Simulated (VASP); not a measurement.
Be2CdO3:

```
Be Cd O
1.0
     2.82577    0.00000    0.00000
     0.00000    2.82577    0.00000
     0.00000    0.00000    9.44600
Be Cd O
2 1 3
Direct
  0.50000 0.50000 0.84736
  0.50000 0.50000 0.15264
  0.50000 0.50000 0.50000
  0.00000 0.00000 0.00000
  0.00000 0.00000 0.71455
  0.00000 0.00000 0.28545
```

The cell was built from a structure type or drawn by symmetry, and may not be a known phase.

| Property | Result |
| --- | --- |
| Program | VASP 6.6.1 |
| Task | relaxation of cell and atoms |
| Functional | PBE |
| Potentials or basis | VASP PAW PBE potentials, release 64 (Be, Cd, O) |
| Cutoff | 600 eV |
| k mesh | 6 × 6 × 2 |
| Occupations | gaussian, width 0.1 eV |
| Spin | no spin polarisation |

At the start: pressure -27.5 GPa; volume 12.57 Å³/atom.

Where does the relaxation end?

Over 12 steps the energy falls by 477.7 meV/atom and the volume is 8.83 Å³/atom (-29.8 %); space group P4/mmm (No. 123, to 0.1 Å) before and after.

The path:
| step | energy change (eV) | largest force (eV/Å) | pressure (GPa) | volume (Å³) |
| --- | --- | --- | --- | --- |
| 1 | 0.0000 | 0.5483 | -27.54 | 75.43 |
| 2 | -2.8053 | 0.3617 | -3.29 | 54.15 |
| 3 | -2.8144 | 0.4409 | -0.65 | 53.27 |
| 4 | -2.8132 | 0.4778 | 0.61 | 52.88 |
| 5 | -2.8360 | 0.4089 | 1.27 | 52.54 |
| 6 | -2.8430 | 0.1878 | 2.20 | 52.25 |
| 7 | -2.8561 | 0.1184 | 1.35 | 52.50 |
| 8 | -2.8603 | 0.2578 | 0.56 | 52.76 |
| 9 | -2.8649 | 0.1373 | 0.14 | 52.89 |
| 10 | -2.8655 | 0.0720 | -0.08 | 52.97 |
| 11 | -2.8661 | 0.0449 | -0.04 | 52.96 |
| 12 | -2.8663 | 0.0308 | 0.00 | 52.96 |

Final structure:
```cif
data_structure
_symmetry_space_group_name_H-M 'P 1'
_symmetry_Int_Tables_number 1
_cell_length_a 2.5728
_cell_length_b 2.5728
_cell_length_c 8.0010
_cell_angle_alpha 90.000
_cell_angle_beta 90.000
_cell_angle_gamma 90.000
_cell_volume 52.96
loop_
_atom_site_label
_atom_site_type_symbol
_atom_site_fract_x
_atom_site_fract_y
_atom_site_fract_z
_atom_site_occupancy
Be1 Be 0.50000 0.50000 0.84616 1
Be2 Be 0.50000 0.50000 0.15384 1
Cd1 Cd 0.50000 0.50000 0.50000 1
O1 O 0.00000 0.00000 0.00000 1
O2 O 0.00000 0.00000 0.70834 1
O3 O 0.00000 0.00000 0.29166 1
```

Caveat: the k points lie up to 0.41 Å⁻¹ apart in the final cell; the volume moved by over 15 % at a fixed basis, so the end points are rough.
